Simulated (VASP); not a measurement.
# Si: single point with revPBE

Si:

```
Si
1.0
     0.00000    2.85332    2.85332
     2.85332    0.00000    2.85332
     2.85332    2.85332    0.00000
Si
2
Direct
  0.50000 0.50000 0.50000
  0.75000 0.75000 0.75000
```

This cell differs from its parent crystal: volume scaled by 1.12.

```json
{"Program": "VASP 6.6.1", "Task": "single point", "Functional": "revPBE", "Potentials or basis": "VASP PAW PBE potentials, release 64 (Si)", "Cutoff": "520 eV", "k mesh": "9 × 9 × 9", "Occupations": "fermi-dirac, width 0.05 eV", "Spin": "no spin polarisation"}
```

```yaml
Pressure: -7.8 GPa
Band_gap_on_the_k_mesh: 0.88 eV, indirect (least direct gap 1.84 eV)
```

Levels at points of the mesh, in eV from the valence-band top:
| k point | band 2 | band 3 | band 4 | band 5 | band 6 | band 7 |
| --- | --- | --- | --- | --- | --- | --- |
| (0.00, 0.00, 0.00) | 0.00 | 0.00 | 0.00 | 1.84 | 2.50 | 2.50 |

Run time: 7.5 s on 1 thread of Intel(R) Xeon(R) 6975P-C (Granite Rapids), with other jobs on the host, peak memory 0.16 GiB.

Caveat: the PAW data sets were made with another functional, which shifts forces and pressure a little. A k mesh can miss the band edges.
